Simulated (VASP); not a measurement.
# As (Cmce) in VASP: further runs

As is run at these levels: PBE+D3(BJ); tasks: single point.

Everything below comes from runs of VASP 6.6.1. Logs are shortened: lines on timing, memory, paths and dates and some standing lists are left out, and cuts for length are marked.

**1. The cell of the first run**

The structure is orthorhombic, space group Cmce (No. 64). The conventional cell has a = 3.652 Å, b = 11.387 Å, c = 4.740 Å, α = 90.00°, β = 90.00°, γ = 90.00°. Within 3.3 Å of As (site symmetry m) lie 3 As at 2.48 Å.

**2. Single point, PBE+D3(BJ)**

The input, INCAR:

```
SYSTEM = As
PREC = Accurate
ENCUT = 500
EDIFF = 1E-6
ISMEAR = 0
SIGMA = 0.1
LREAL = .FALSE.
LASPH = .TRUE.
NELM = 120
ALGO = Normal
ISIF = 2
LWAVE = .FALSE.
LCHARG = .FALSE.
GGA = PE
IVDW = 12
NBANDS = 18
GGA_COMPAT = .FALSE.
```

The input, KPOINTS:

```
regular mesh
0
G
  6 6 4
  0 0 0
```

The input, POSCAR:

```
As
1.0
    1.8259429108     -5.6934005771      0.0000000000
    1.8259429108      5.6934005771      0.0000000000
    0.0000000000      0.0000000000      4.7398728700
As
4
Direct
    0.1045582800      0.8954417200      0.0735437500
    0.8954417200      0.1045582800      0.9264562500
    0.3954417200      0.6045582800      0.5735437500
    0.6045582800      0.3954417200      0.4264562500
```

Potentials or basis: VASP PAW PBE potentials, release 64 (As).

On the command line:

```sh
$ cat potpaw_PBE.64/As/POTCAR > POTCAR
$ mpirun -np 1 vasp_std > vasp.out
```

OUTCAR:

```text
SYSTEM = As
   PREC = Accurate
   ENCUT = 500
   EDIFF = 1E-6
   ISMEAR = 0
   LREAL = .FALSE.
   LASPH = .TRUE.
   NELM = 120
   ISIF = 2
   GGA = PE
   IVDW = 12
 IVDW          = 12

 ion  position               nearest neighbor table
   1  0.105  0.895  0.074-   4 2.48   4 2.48   2 2.48
   2  0.895  0.105  0.926-   3 2.48   3 2.48   1 2.48
   3  0.395  0.605  0.574-   2 2.48   2 2.48   4 2.48
   4  0.605  0.395  0.426-   1 2.48   1 2.48   3 2.48

  LATTYP: Found a base centered orthorhombic cell.
 ALAT       =     3.6518858216
 B/A-ratio  =     3.1180605612
 C/A-ratio  =     1.2979247166

  Lattice vectors:

 A1 = (   1.8259429108,  -5.6934005771,   0.0000000000)
 A2 = (   1.8259429108,   5.6934005771,   0.0000000000)
 A3 = (   0.0000000000,   0.0000000000,   4.7398728700)

Analysis of symmetry for initial positions (statically):
=====================================================================
 Subroutine PRICEL returns:
 Original cell was already a primitive cell.

 Routine SETGRP: Setting up the symmetry group for a
 base centered orthorhombic supercell.

 Subroutine GETGRP returns: Found  8 space group operations
 (whereof  4 operations were pure point group operations)
 out of a pool of  8 trial point group operations.

The static configuration has the point symmetry C_2h.
 The point group associated with its full space group is D_2h.

Analysis of symmetry for dynamics (positions and initial velocities):
=====================================================================
 Subroutine PRICEL returns:
 Original cell was already a primitive cell.

 Routine SETGRP: Setting up the symmetry group for a
 base centered orthorhombic supercell.

 Subroutine GETGRP returns: Found  8 space group operations
 (whereof  4 operations were pure point group operations)
 out of a pool of  8 trial point group operations.

The dynamic configuration has the point symmetry C_2h.
 The point group associated with its full space group is D_2h.

 Subroutine INISYM returns: Found  8 space group operations
 (whereof  4 operations are pure point group operations),
 and found     1 'primitive' translations

----------------------------------------------------------------------------------------

                                     Primitive cell

  volume of cell :      98.5498

  direct lattice vectors                    reciprocal lattice vectors
     1.825942911 -5.693400577  0.000000000     0.273831124 -0.087820977  0.000000000
     1.825942911  5.693400577  0.000000000     0.273831124  0.087820977  0.000000000
     0.000000000  0.000000000  4.739872870     0.000000000  0.000000000  0.210976123

  length of vectors
     5.979036515  5.979036515  4.739872870     0.287569137  0.287569137  0.210976123

  position of ions in fractional coordinates (direct lattice)
     0.104558280  0.895441720  0.073543750
     0.895441720  0.104558280  0.926456250
     0.395441720  0.604558280  0.573543750
     0.604558280  0.395441720  0.426456250

  ion indices of the primitive-cell ions
   primitive index   ion index
                 1           1
                 2           2
                 3           3
                 4           4

----------------------------------------------------------------------------------------

 KPOINTS: regular mesh

Automatic generation of k-mesh.
 Grid dimensions read from file:
 generate k-points for:    6    6    4

 Generating k-lattice:

  Cartesian coordinates                     Fractional coordinates (reciprocal lattice)
     0.045638521 -0.014636829  0.000000000     0.166666667  0.000000000  0.000000000
     0.045638521  0.014636829  0.000000000     0.000000000  0.166666667  0.000000000
     0.000000000  0.000000000  0.052744031     0.000000000  0.000000000  0.250000000

  Length of vectors
     0.047928189  0.047928189  0.052744031

  Shift w.r.t. Gamma in fractional coordinates (k-lattice)
     0.000000000  0.000000000  0.000000000

 Subroutine IBZKPT returns following result:
 ===========================================

 Found     39 irreducible k-points:

 Following reciprocal coordinates:
            Coordinates               Weight
  0.000000  0.000000  0.000000      1.000000
  0.166667  0.000000  0.000000      4.000000
  0.333333  0.000000  0.000000      4.000000
  0.500000  0.000000  0.000000      2.000000
  0.166667  0.166667  0.000000      2.000000
  0.333333  0.166667  0.000000      4.000000
[... 16 lines left out ...]
  0.333333  0.333333  0.250000      4.000000
  0.500000  0.333333  0.250000      8.000000
 [... further k-points ...]
   k-points           NKPTS =     39   k-points in BZ     NKDIM =     39   number of bands    NBANDS=     18
   number of dos      NEDOS =    301   number of ions     NIONS =      4
   total plane-waves  NPLWV =  82944
   dimension x,y,z NGX =    48 NGY =   48 NGZ =   36
   dimension x,y,z NGXF=    96 NGYF=   96 NGZF=   72
   ions per type =               4
   NGX,Y,Z   is equivalent  to a cutoff of  13.35, 13.35, 12.63 a.u.
   NGXF,Y,Z  is equivalent  to a cutoff of  26.69, 26.69, 25.25 a.u.
 SYSTEM =  As
   PREC   = accura    normal or accurate (medium, high low for compatibility)
   ISTART =      0    job   : 0-new  1-cont  2-samecut
   ICHARG =      2    charge: 1-file 2-atom 10-const
   ISPIN  =      1    spin polarized calculation?
   LNONCOLLINEAR =      F non collinear calculations
   LSORBIT =      F    spin-orbit coupling
   LASPH  =      T    aspherical Exc in radial PAW
   ENCUT  =  500.0 eV  36.75 Ry    6.06 a.u.  10.90 10.90  8.64*2*pi/ulx,y,z
   NELM   =    120;   NELMIN=  2; NELMDL= -5     # of ELM steps
   EDIFF  = 0.1E-05   stopping-criterion for ELM
   LREAL  =      F    real-space projection
   EDIFFG = 0.1E-04   stopping-criterion for IOM
   NSW    =      0    number of steps for IOM
   IBRION =     -1    ionic relax: 0-MD 1-quasi-New 2-CG
   NFREE  =      0    steps in history (QN), initial steepest desc. (CG)
   ISIF   =      2    stress and relaxation
   ISYM   =      2    0-nonsym 1-usesym 2-fastsym
   POTIM  = 0.5000    time-step for ionic-motion
   TEBEG  =    0.0;   TEEND  =   0.0 temperature during run
   PSTRESS=    0.0 pullay stress
   NELECT =      20.0000    total number of electrons
   NUPDOWN=      -1.0000    fix difference up-down
   EMIN   =  10.00;   EMAX   =-10.00  energy-range for DOS
   EFERMI =   0.00;   METHOD = LEGACY
   ISMEAR =     0;   SIGMA  =   0.10  broadening in eV -4-tet -1-fermi 0-gaus
   EFERMI_NEDOS =   21; number of points for ismear=-14 and -15
   IALGO  =     38    algorithm
   IMIX   =      4    mixing-type and parameters
     AMIX     =   0.40;   BMIX     =  1.00
     AMIX_MAG =   1.60;   BMIX_MAG =  1.00
  volume/ion in A,a.u.               =      24.64       166.26
  Fermi-wavevector in a.u.,A,eV,Ry     =   0.962054  1.818019 12.592854  0.925549
  Thomas-Fermi vector in A             =   2.091480
   LORBIT       =      0    0 simple, 1 ext, 2 COOP (PROOUT), +10 PAW based schemes
   GGA     = PE    functional components
   LHFCALC =     F    Hartree Fock is set to
   AEXX    =    0.0000 exact exchange contribution
   IVDW    =    12    specifies the selected vdW correction
   LEPSILON=     F    determine dielectric tensor
   LRPA    =     F    only Hartree local field effects (RPA)
 non-spin polarized calculation
 Gauss-broadening in eV      SIGMA  =   0.10
  energy-cutoff  :      500.00
  volume of cell :       98.55
 maximum number of plane-waves:      2526
 NGX is ok and might be reduce to    48
   NGX = 21   NGY = 21   NGZ = 17

 number of electron      20.0000001 magnetization

 Free energy of the ion-electron system (eV)
  ---------------------------------------------------
  ext. energy  EPLUGINS =         0.00000000
  ---------------------------------------------------
  free energy    TOTEN  =       -18.58891618 eV

  energy without entropy =      -18.58812794  energy(sigma->0) =      -18.58852206

 E-fermi :   4.0733     XC(G=0):  -9.2528

 val. band max:        4.0723363165   @ k =   0.5000   0.5000   0.0000
 cond. band min:       4.0745364498   @ k =   0.5000   0.5000   0.0000
 fundamental gap:      0.0022001332
 Fermi energy:         4.0733277180

 k-point     1 :       0.0000    0.0000    0.0000
  band No.  band energies     occupation
      1     -10.5758      2.00000
      2      -8.1577      2.00000
      3      -5.6285      2.00000
      4      -2.2370      2.00000
      5      -1.6346      2.00000
      6       0.0658      2.00000
[... 10 lines left out ...]
     17      11.4744      0.00000
     18      11.6188      0.00000

 k-point     2 :       0.1667    0.0000    0.0000
  band No.  band energies     occupation
      1     -10.2939      2.00000
      2      -7.9021      2.00000
      3      -5.8868      2.00000
      4      -2.8282      2.00000
      5      -1.3440      2.00000
      6       0.1097      2.00000
[... 10 lines left out ...]
     17       9.8385      0.00000
     18      11.1637      0.00000

 k-point     3 :       0.3333    0.0000    0.0000
  band No.  band energies     occupation
      1      -9.4734      2.00000
      2      -7.1407      2.00000
      3      -6.8303      2.00000
      4      -4.3207      2.00000
      5      -0.5630      2.00000
      6      -0.4287      2.00000
[... 10 lines left out ...]
     17      11.0509      0.00000
     18      11.1106      0.00000

 k-point     4 :       0.5000    0.0000    0.0000
  band No.  band energies     occupation
      1      -8.2193      2.00000
      2      -8.2193      2.00000
      3      -5.9050      2.00000
      4      -5.9050      2.00000
      5      -0.0797      2.00000
      6      -0.0797      2.00000
[... 375 lines left out ...]
      4      -3.5281      2.00000
      5      -0.7563      2.00000
      6       1.0744      2.00000
[... 10 lines left out ...]
     17      10.5023      0.00000
     18      11.2344      0.00000

 k-point    23 :       0.3333    0.3333    0.2500
  band No.  band energies     occupation
      1      -9.0889      2.00000
      2      -7.8180      2.00000
      3      -6.4347      2.00000
      4      -4.5554      2.00000
      5      -1.3775      2.00000
      6      -0.4888      2.00000
[... 10 lines left out ...]
     17       9.5833      0.00000
     18      10.4744      0.00000

 k-point    24 :       0.5000    0.3333    0.2500
  band No.  band energies     occupation
      1      -9.8519      2.00000
      2      -8.4754      2.00000
      3      -5.8635      2.00000
      4      -3.9354      2.00000
      5      -0.6335      2.00000
      6       0.1724      2.00000
[... 10 lines left out ...]
     17      10.1016      0.00000
     18      11.3141      0.00000

 [... further k-points ...]

------------------------ aborting loop because EDIFF is reached ----------------------------------------

 Edisp (eV)   -1.45553

 E8    (eV) :    -0.6167

  FORCE on cell =-STRESS in cart. coord.  units (eV):
  Direction    XX          YY          ZZ          XY          YZ          ZX
  --------------------------------------------------------------------------------------
  -------------------------------------------------------------------------------------
  Total       0.08840    -0.32955    -0.55917     0.00000     0.00000     0.00000
  in kB       1.43720    -5.35769    -9.09079     0.00000     0.00000     0.00000
  external pressure =       -4.34 kB  Pullay stress =        0.00 kB

 VOLUME and BASIS-vectors are now :
 -----------------------------------------------------------------------------
  energy-cutoff  :      500.00
  volume of cell :       98.55
      direct lattice vectors                 reciprocal lattice vectors
     1.825942911 -5.693400577  0.000000000     0.273831124 -0.087820977  0.000000000
     1.825942911  5.693400577  0.000000000     0.273831124  0.087820977  0.000000000
     0.000000000  0.000000000  4.739872870     0.000000000  0.000000000  0.210976123

 POSITION                                       TOTAL-FORCE (eV/Angst)
 -----------------------------------------------------------------------------------
      1.82594      4.50282      0.34859         0.000000     -0.237425     -0.295472
      1.82594     -4.50282      4.39128         0.000000      0.237425      0.295472
      1.82594      1.19058      2.71852         0.000000      0.237425     -0.295472
      1.82594     -1.19058      2.02135         0.000000     -0.237425      0.295472
 -----------------------------------------------------------------------------------
    total drift:                               -0.000000     -0.000000     -0.000000

  FREE ENERGIE OF THE ION-ELECTRON SYSTEM (eV)
  ---------------------------------------------------
  free  energy   TOTEN  =       -20.0444495648 eV

  energy  without entropy=      -20.0436613286  energy(sigma->0) =      -20.04405545
```

It took 50 s on 1 thread of AMD EPYC 9R45 (Zen 5), shared host; peak memory 0.26 GiB.

What came out:

* Free energy: -20.0444 eV
* Pressure: -0.4 GPa
* Largest force: 0.379 eV/Å
* Band gap on the k mesh: 0.00 eV, direct
* Dispersion energy per atom: -0.364 eV

Forces on the atoms (eV/Å):
```
As   0.000 -0.237 -0.295
As   0.000  0.237  0.295
As   0.000  0.237 -0.295
As   0.000 -0.237  0.295
```

[end of part 1 of 2]
